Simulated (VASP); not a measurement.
# CdC4 (Im-3m) in VASP: single point with PBE

Aim: the single point of CdC4 with PBE.

Everything below comes from runs of VASP 6.6.1. Logs are shortened: lines on timing, memory, paths and dates and some standing lists are left out, and cuts for length are marked.

**1. The cell of the first run**

It takes space group Im-3m (No. 229, cubic). Conventional cell: a = 5.090 Å, b = 5.090 Å, c = 5.090 Å, α = 90.00°, β = 90.00°, γ = 90.00°. Cd (site symmetry m-3m) has 8 C at 2.20 Å within 2.9 Å. C (site symmetry -3m) has 2 Cd at 2.20 Å and 6 C at 2.55 Å within 2.9 Å.

The cell was generated, and may not be a known phase.

**2. Single point, PBE**

Input file INCAR:

```
SYSTEM = CdC4
ALGO = Normal ; EDIFF = 1E-6
ENCUT = 700 ; GGA = PE
GGA_COMPAT = .False. ; ISIF = 2
ISMEAR = 0 ; LASPH = .True.
LCHARG = .False. ; LREAL = .False.
LWAVE = .False. ; NBANDS = 26
NELM = 120 ; PREC = Accurate
SIGMA = 0.1
```

Input file KPOINTS:

```
k-points
0
Gamma
  10 10 10
  0 0 0
```

Input file POSCAR:

```
CdC4
1.0
   -2.5451203515      2.5451203515      2.5451203515
    2.5451203515     -2.5451203515      2.5451203515
    2.5451203515      2.5451203515     -2.5451203515
Cd C
1 4
Direct
    0.0000000000      0.0000000000      0.0000000000
    0.0000000000      0.0000000000      0.5000000000
    0.0000000000      0.5000000000      0.0000000000
    0.5000000000      0.0000000000      0.0000000000
    0.5000000000      0.5000000000      0.5000000000
```

Potentials or basis: VASP PAW PBE potentials, release 64 (Cd_sv_GW, C).

Run with:

```sh
cat potpaw_PBE.64/Cd_sv_GW/POTCAR potpaw_PBE.64/C/POTCAR > POTCAR
mpirun -np 1 vasp_std > vasp.out
```

OUTCAR:

```text
SYSTEM = CdC4
   EDIFF = 1E-6
   ENCUT = 700
   GGA = PE
   ISIF = 2
   ISMEAR = 0
   LASPH = .True.
   LREAL = .False.
   NELM = 120
   PREC = Accurate

 ion  position               nearest neighbor table
   1  0.000  0.000  0.000-   2 2.20   3 2.20   4 2.20   5 2.20   2 2.20   3 2.20   4 2.20   5 2.20

   2  0.000  0.000  0.500-   1 2.20   1 2.20
   3  0.000  0.500  0.000-   1 2.20   1 2.20
   4  0.500  0.000  0.000-   1 2.20   1 2.20
   5  0.500  0.500  0.500-   1 2.20   1 2.20

  LATTYP: Found a body centered cubic cell.
 ALAT       =     5.0902407030

  Lattice vectors:

 A1 = (  -2.5451203515,   2.5451203515,   2.5451203515)
 A2 = (   2.5451203515,  -2.5451203515,   2.5451203515)
 A3 = (   2.5451203515,   2.5451203515,  -2.5451203515)

Analysis of symmetry for initial positions (statically):
=====================================================================
 Subroutine PRICEL returns:
 Original cell was already a primitive cell.

 Routine SETGRP: Setting up the symmetry group for a
 body centered cubic supercell.

 Subroutine GETGRP returns: Found 48 space group operations
 (whereof 48 operations were pure point group operations)
 out of a pool of 48 trial point group operations.

The static configuration has the point symmetry O_h .

Analysis of symmetry for dynamics (positions and initial velocities):
=====================================================================
 Subroutine PRICEL returns:
 Original cell was already a primitive cell.

 Routine SETGRP: Setting up the symmetry group for a
 body centered cubic supercell.

 Subroutine GETGRP returns: Found 48 space group operations
 (whereof 48 operations were pure point group operations)
 out of a pool of 48 trial point group operations.

The dynamic configuration has the point symmetry O_h .

 Subroutine INISYM returns: Found 48 space group operations
 (whereof 48 operations are pure point group operations),
 and found     1 'primitive' translations

----------------------------------------------------------------------------------------

                                     Primitive cell

  volume of cell :      65.9455

  direct lattice vectors                    reciprocal lattice vectors
    -2.545120352  2.545120352  2.545120352     0.000000000  0.196454364  0.196454364
     2.545120352 -2.545120352  2.545120352     0.196454364  0.000000000  0.196454364
     2.545120352  2.545120352 -2.545120352     0.196454364  0.196454364  0.000000000

  length of vectors
     4.408277760  4.408277760  4.408277760     0.277828426  0.277828426  0.277828426

  position of ions in fractional coordinates (direct lattice)
     0.000000000  0.000000000  0.000000000
     0.000000000  0.000000000  0.500000000
     0.000000000  0.500000000  0.000000000
     0.500000000  0.000000000  0.000000000
     0.500000000  0.500000000  0.500000000

  ion indices of the primitive-cell ions
   primitive index   ion index
                 1           1
                 2           2
                 3           3
                 4           4
                 5           5

----------------------------------------------------------------------------------------

 KPOINTS: k-points

Automatic generation of k-mesh.
 Grid dimensions read from file:
 generate k-points for:   10   10   10

 Generating k-lattice:

  Cartesian coordinates                     Fractional coordinates (reciprocal lattice)
     0.000000000  0.019645436  0.019645436     0.100000000  0.000000000  0.000000000
     0.019645436  0.000000000  0.019645436     0.000000000  0.100000000  0.000000000
     0.019645436  0.019645436  0.000000000     0.000000000  0.000000000  0.100000000

  Length of vectors
     0.027782843  0.027782843  0.027782843

  Shift w.r.t. Gamma in fractional coordinates (k-lattice)
     0.000000000  0.000000000  0.000000000

 Subroutine IBZKPT returns following result:
 ===========================================

 Found     47 irreducible k-points:

 Following reciprocal coordinates:
            Coordinates               Weight
  0.000000  0.000000  0.000000      1.000000
  0.100000  0.000000  0.000000     12.000000
  0.200000  0.000000  0.000000     12.000000
  0.300000  0.000000  0.000000     12.000000
  0.400000  0.000000  0.000000     12.000000
  0.500000  0.000000  0.000000      6.000000
[... 16 lines left out ...]
  0.300000  0.300000  0.100000      8.000000
 -0.300000  0.300000  0.100000     24.000000
 [... further k-points ...]
   k-points           NKPTS =     47   k-points in BZ     NKDIM =     47   number of bands    NBANDS=     26
   number of dos      NEDOS =    301   number of ions     NIONS =      5
   total plane-waves  NPLWV =  64000
   dimension x,y,z NGX =    40 NGY =   40 NGZ =   40
   dimension x,y,z NGXF=    80 NGYF=   80 NGZF=   80
   ions per type =               1   4
   NGX,Y,Z   is equivalent  to a cutoff of  15.08, 15.08, 15.08 a.u.
   NGXF,Y,Z  is equivalent  to a cutoff of  30.17, 30.17, 30.17 a.u.
 SYSTEM =  CdC4
   PREC   = accura    normal or accurate (medium, high low for compatibility)
   ISTART =      0    job   : 0-new  1-cont  2-samecut
   ICHARG =      2    charge: 1-file 2-atom 10-const
   ISPIN  =      1    spin polarized calculation?
   LNONCOLLINEAR =      F non collinear calculations
   LSORBIT =      F    spin-orbit coupling
   LASPH  =      T    aspherical Exc in radial PAW
   ENCUT  =  700.0 eV  51.45 Ry    7.17 a.u.   9.51  9.51  9.51*2*pi/ulx,y,z
   NELM   =    120;   NELMIN=  2; NELMDL= -5     # of ELM steps
   EDIFF  = 0.1E-05   stopping-criterion for ELM
   LREAL  =      F    real-space projection
   EDIFFG = 0.1E-04   stopping-criterion for IOM
   NSW    =      0    number of steps for IOM
   IBRION =     -1    ionic relax: 0-MD 1-quasi-New 2-CG
   NFREE  =      0    steps in history (QN), initial steepest desc. (CG)
   ISIF   =      2    stress and relaxation
   ISYM   =      2    0-nonsym 1-usesym 2-fastsym
   POTIM  = 0.5000    time-step for ionic-motion
   TEBEG  =    0.0;   TEEND  =   0.0 temperature during run
   PSTRESS=    0.0 pullay stress
   NELECT =      36.0000    total number of electrons
   NUPDOWN=      -1.0000    fix difference up-down
   EMIN   =  10.00;   EMAX   =-10.00  energy-range for DOS
   EFERMI =   0.00;   METHOD = LEGACY
   ISMEAR =     0;   SIGMA  =   0.10  broadening in eV -4-tet -1-fermi 0-gaus
   EFERMI_NEDOS =   21; number of points for ismear=-14 and -15
   IALGO  =     38    algorithm
   IMIX   =      4    mixing-type and parameters
     AMIX     =   0.40;   BMIX     =  1.00
     AMIX_MAG =   1.60;   BMIX_MAG =  1.00
  volume/ion in A,a.u.               =      13.19        89.00
  Fermi-wavevector in a.u.,A,eV,Ry     =   1.337973  2.528402 24.356765  1.790172
  Thomas-Fermi vector in A             =   2.466480
   LORBIT       =      0    0 simple, 1 ext, 2 COOP (PROOUT), +10 PAW based schemes
   GGA     = PE    functional components
   LHFCALC =     F    Hartree Fock is set to
   AEXX    =    0.0000 exact exchange contribution
   IVDW    =     0    specifies the selected vdW correction
   LEPSILON=     F    determine dielectric tensor
   LRPA    =     F    only Hartree local field effects (RPA)
 non-spin polarized calculation
 Gauss-broadening in eV      SIGMA  =   0.10
  energy-cutoff  :      700.00
  volume of cell :       65.95
 maximum number of plane-waves:      2794
 NGX is ok and might be reduce to    40
   NGX = 19   NGY = 19   NGZ = 19

 number of electron      35.9999997 magnetization

 Free energy of the ion-electron system (eV)
  ---------------------------------------------------
  ext. energy  EPLUGINS =         0.00000000
  ---------------------------------------------------
  free energy    TOTEN  =       -16.73659550 eV

  energy without entropy =      -16.71665238  energy(sigma->0) =      -16.72662394

 E-fermi :   3.1727     XC(G=0): -10.5568

 val. band max:        3.1659054469   @ k =  -0.4000   0.4000   0.4000
 cond. band min:       3.2103525972   @ k =   0.5000   0.0000   0.0000
 fundamental gap:      0.0444471503
 Fermi energy:         3.1726696207

 k-point     1 :       0.0000    0.0000    0.0000
  band No.  band energies     occupation
      1     -99.3148      2.00000
      2     -60.3647      2.00000
      3     -60.3647      2.00000
      4     -60.3647      2.00000
      5      -9.8659      2.00000
      6      -7.1811      2.00000
[... 18 lines left out ...]
     25       7.8232      0.00000
     26       8.5623      0.00000

 k-point     2 :       0.1000    0.0000    0.0000
  band No.  band energies     occupation
      1     -99.3148      2.00000
      2     -60.3647      2.00000
      3     -60.3647      2.00000
      4     -60.3647      2.00000
      5      -9.7763      2.00000
      6      -7.2036      2.00000
[... 18 lines left out ...]
     25       7.7489      0.00000
     26       8.8878      0.00000

 k-point     3 :       0.2000    0.0000    0.0000
  band No.  band energies     occupation
      1     -99.3148      2.00000
      2     -60.3647      2.00000
      3     -60.3647      2.00000
      4     -60.3647      2.00000
      5      -9.5149      2.00000
      6      -7.2613      2.00000
[... 18 lines left out ...]
     25       7.5538      0.00000
     26       9.7987      0.00000

 k-point     4 :       0.3000    0.0000    0.0000
  band No.  band energies     occupation
      1     -99.3148      2.00000
      2     -60.3647      2.00000
      3     -60.3647      2.00000
      4     -60.3647      2.00000
      5      -9.1093      2.00000
      6      -7.3304      2.00000
[... 18 lines left out ...]
     25       7.3273      0.00000
     26      11.1385      0.00000

 k-point     5 :       0.4000    0.0000    0.0000
  band No.  band energies     occupation
      1     -99.3148      2.00000
      2     -60.3647      2.00000
      3     -60.3647      2.00000
      4     -60.3647      2.00000
      5      -8.6428      2.00000
      6      -7.3847      2.00000
[... 18 lines left out ...]
     25       7.1800      0.00000
     26      12.6939      0.00000

 k-point     6 :       0.5000    0.0000    0.0000
  band No.  band energies     occupation
      1     -99.3148      2.00000
      2     -60.3647      2.00000
      3     -60.3647      2.00000
      4     -60.3647      2.00000
      5      -8.3824      2.00000
      6      -7.4108      2.00000
[... 427 lines left out ...]
 k-point    21 :       0.3000    0.2000    0.1000
  band No.  band energies     occupation
      1     -99.3148      2.00000
      2     -60.3647      2.00000
      3     -60.3647      2.00000
      4     -60.3647      2.00000
      5      -8.1080      2.00000
      6      -7.4577      2.00000
[... 18 lines left out ...]
     25       5.7451      0.00000
     26      13.8536      0.00000

 k-point    22 :      -0.2000    0.2000    0.1000
  band No.  band energies     occupation
      1     -99.3148      2.00000
      2     -60.3647      2.00000
      3     -60.3647      2.00000
      4     -60.3647      2.00000
      5      -9.4252      2.00000
      6      -7.2354      2.00000
[... 18 lines left out ...]
     25       7.5897      0.00000
     26       9.9702      0.00000

 k-point    23 :       0.3000    0.3000    0.1000
  band No.  band energies     occupation
      1     -99.3148      2.00000
      2     -60.3647      2.00000
      3     -60.3647      2.00000
      4     -60.3647      2.00000
      5      -7.8682      2.00000
      6      -7.4679      2.00000
[... 18 lines left out ...]
     25       4.8984      0.00000
     26      14.0485      0.00000

 k-point    24 :      -0.3000    0.3000    0.1000
  band No.  band energies     occupation
      1     -99.3148      2.00000
      2     -60.3647      2.00000
      3     -60.3647      2.00000
      4     -60.3647      2.00000
      5      -9.0192      2.00000
      6      -7.2990      2.00000
[... 18 lines left out ...]
     25       7.3406      0.00000
     26      11.1721      0.00000

 [... further k-points ...]

------------------------ aborting loop because EDIFF is reached ----------------------------------------

  FORCE on cell =-STRESS in cart. coord.  units (eV):
  Direction    XX          YY          ZZ          XY          YZ          ZX
  --------------------------------------------------------------------------------------
  -------------------------------------------------------------------------------------
  Total       -0.0165292     -0.0165292     -0.0165292      0.0000000      0.0000000      0.0000000
  in kB       -0.4015843     -0.4015843     -0.4015843      0.0000000      0.0000000      0.0000000
  external PRESSURE =      -0.4015843 kB  Pullay stress =       0.0000000 kB

 VOLUME and BASIS-vectors are now :
 -----------------------------------------------------------------------------
  energy-cutoff  :      700.00
  volume of cell :       65.95
      direct lattice vectors                 reciprocal lattice vectors
    -2.545120352  2.545120352  2.545120352     0.000000000  0.196454364  0.196454364
     2.545120352 -2.545120352  2.545120352     0.196454364  0.000000000  0.196454364
     2.545120352  2.545120352 -2.545120352     0.196454364  0.196454364  0.000000000

 POSITION                                       TOTAL-FORCE (eV/Angst)
 -----------------------------------------------------------------------------------
      0.00000      0.00000      0.00000        -0.000000      0.000000     -0.000000
      1.27256      1.27256     -1.27256         0.000000     -0.000000     -0.000000
      1.27256     -1.27256      1.27256        -0.000000      0.000000     -0.000000
     -1.27256      1.27256      1.27256         0.000000     -0.000000      0.000000
      1.27256      1.27256      1.27256         0.000000      0.000000     -0.000000
 -----------------------------------------------------------------------------------
    total drift:                                0.000000     -0.000000      0.000000

  FREE ENERGIE OF THE ION-ELECTRON SYSTEM (eV)
  ---------------------------------------------------
  free  energy   TOTEN  =       -16.7365954983 eV

  energy  without entropy=      -16.7166523797  energy(sigma->0) =      -16.72662394
```

Run time: 63 s. Hardware: 1 thread of Intel Xeon 6975P-C (Granite Rapids), shared host; peak memory 0.32 GiB.

Results:

* Free energy: -16.7366 eV
* Pressure: 0.0 GPa
* Band gap on the k mesh: zero (bands 18 and 19 overlap by 2.55 eV)

Levels at points of the mesh, in eV from the Fermi level:
```
           k point  band 16  band 17  band 18  band 19  band 20  band 21
(0.00, 0.00, 0.00)    -3.63    -2.06    -2.06    -2.06     2.64     2.64
(0.50, 0.00, 0.00)    -0.86    -0.03     0.04     0.34     0.37     1.25
(0.50, 0.50, 0.50)    -3.17     0.33     0.33     0.33     3.93     3.93
```

The gap in the log of VASP goes by the Fermi energy; the results here count the filled bands.